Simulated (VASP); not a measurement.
## Mn3Si: single point with LDA

The system is Mn3Si.

```
Mn Si
1.0
     0.00000    2.72072    2.72072
     2.72072    0.00000    2.72072
     2.72072    2.72072    0.00000
Mn Si
3 1
Cartesian
  2.7207 2.7207 2.7207
  1.3604 1.3604 1.3604
  4.0811 4.0811 4.0811
  0.0000 0.0000 0.0000
```

```json
{
  "Program": "VASP 6.6.1",
  "Task": "single point",
  "Functional": "LDA",
  "Potentials or basis": "VASP PAW LDA potentials, release 64 (Mn_pv, Si)",
  "Cutoff": "520 eV",
  "k mesh": "10 × 10 × 10",
  "Occupations": "fermi-dirac, width 0.05 eV",
  "Spin": "collinear spin, ferromagnetic start",
  "Starting moments": "[4.0, 4.0, 4.0, 0.0] μB",
  "Dipole correction": "no",
  "Further INCAR settings": "ALGO = Normal; EDIFF = 1e-06; NBANDS = 34"
}
```

```json
{
 "Pressure": "8.1 GPa",
 "Net moment": "1.42 μB per cell",
 "Site moments": "Mn +1.42, -0.03 (each value once); Si +0.02 μB",
 "Valence electrons inside the program's atomic spheres": "Mn 12.10, 12.23 (each value once); Si 1.72"
}
```

Levels at points of the mesh, in eV from the Fermi level:
Spin up:
```tsv
k point	band 19	band 20	band 21	band 22	band 23	band 24	band 25	band 26
(0.00, 0.00, 0.00)	0.19	0.19	0.45	0.45	0.45	1.26	1.26	5.06
(0.50, 0.00, 0.00)	-1.01	-1.01	-0.89	0.07	0.07	0.59	0.59	0.96
(0.50, 0.50, 0.00)	-2.04	-0.48	-0.48	-0.41	0.29	0.44	0.89	0.89
```
Spin down:
```tsv
k point	band 19	band 20	band 21	band 22	band 23	band 24
(0.00, 0.00, 0.00)	0.48	0.48	0.48	1.26	1.26	1.27
(0.50, 0.00, 0.00)	-1.01	-1.01	-0.88	0.95	0.95	1.17
(0.50, 0.50, 0.00)	-0.66	-0.44	-0.44	0.42	0.80	1.06
```

Wall time 120 s on 1 thread of Intel(R) Xeon(R) 6975P-C (Granite Rapids) (shared host), peak memory 0.22 GiB.

Caveat: the cell stands under pressure.
